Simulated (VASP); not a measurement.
**Pt: relaxation of cell and atoms with BLYP**

The system is Pt.

```
Pt
1.0
     0.00000    1.96090    1.96090
     1.96090    0.00000    1.96090
     1.96090    1.96090    0.00000
Pt
1
Direct
  0.00000 0.00000 0.00000
```

* Program: VASP 6.6.1
* Task: relaxation of cell and atoms
* Functional: BLYP
* Potentials or basis: VASP PAW PBE potentials, release 64 (Pt)
* Cutoff: 600 eV
* k mesh: 12 × 12 × 12
* Occupations: fermi-dirac, width 0.05 eV
* Spin: no spin polarisation
* Dipole correction: no
* Further INCAR settings: ALGO = Normal; EDIFF = 1e-06; IBRION = 2; EDIFFG = -0.01; NSW = 60; ISIF = 3

```
Relaxed volume                         : 16.72 Å³/atom
Relaxed cell                           : a = 2.870 Å, b = 2.870 Å, c = 2.870 Å, α = 60.00°, β = 60.00°, γ = 60.00°
Space group after relaxing (to 0.05 Å) : Fm-3m (No. 225)
Energy gained by relaxing              : 124.6 meV/atom
Ionic steps                            : 5
Pressure after relaxing                : 0.0 GPa
Band gap on the k mesh                 : zero (band 5 reaches 10.37 eV, above the bottom of band 6 at 8.49 eV)
```

Step by step:
| step | energy change (eV) | largest force (eV/Å) | pressure (GPa) | volume (Å³) |
| --- | --- | --- | --- | --- |
| 1 | 0.0000 | 0.0000 | 27.22 | 15.08 |
| 2 | 0.3427 | 0.0000 | -24.17 | 21.39 |
| 3 | -0.1236 | 0.0000 | -1.88 | 16.89 |
| 4 | -0.1246 | 0.0000 | -0.38 | 16.75 |
| 5 | -0.1246 | 0.0000 | 0.05 | 16.72 |

Final structure:
```yaml
crystal:
  lattice:
    - [0.00000, 2.02948, 2.02948]
    - [2.02948, 0.00000, 2.02948]
    - [2.02948, 2.02948, 0.00000]
  atoms:
    - { symbol: Pt, position: [0.00000, 0.00000, 0.00000] }
```

Levels at points of the mesh, in eV from the Fermi level:
```
           k point  band 2  band 3  band 4  band 5  band 6  band 7  band 8  band 9
(0.00, 0.00, 0.00)   -3.23   -3.23   -3.23   -1.41   -1.41   15.15   19.38   19.38
(0.50, 0.00, 0.00)   -3.27   -3.27    0.01    0.01    0.19    5.10   14.72   18.27
(0.50, 0.50, 0.00)   -5.61   -0.03    0.39    0.39    2.18    7.80   11.16   11.16
```

It took 32 s on 1 thread of Intel(R) Xeon(R) 6975P-C (Granite Rapids), with other jobs on the host, peak memory 0.16 GiB.

Caveat: the PAW data sets were made with another functional, which shifts forces and pressure a little; spin-orbit coupling is left out, which moves the levels of the heavy elements; the volume moved by +11 % from the deposited cell, more than functionals usually miss. BLYP gives volumes clearly too large for solids.
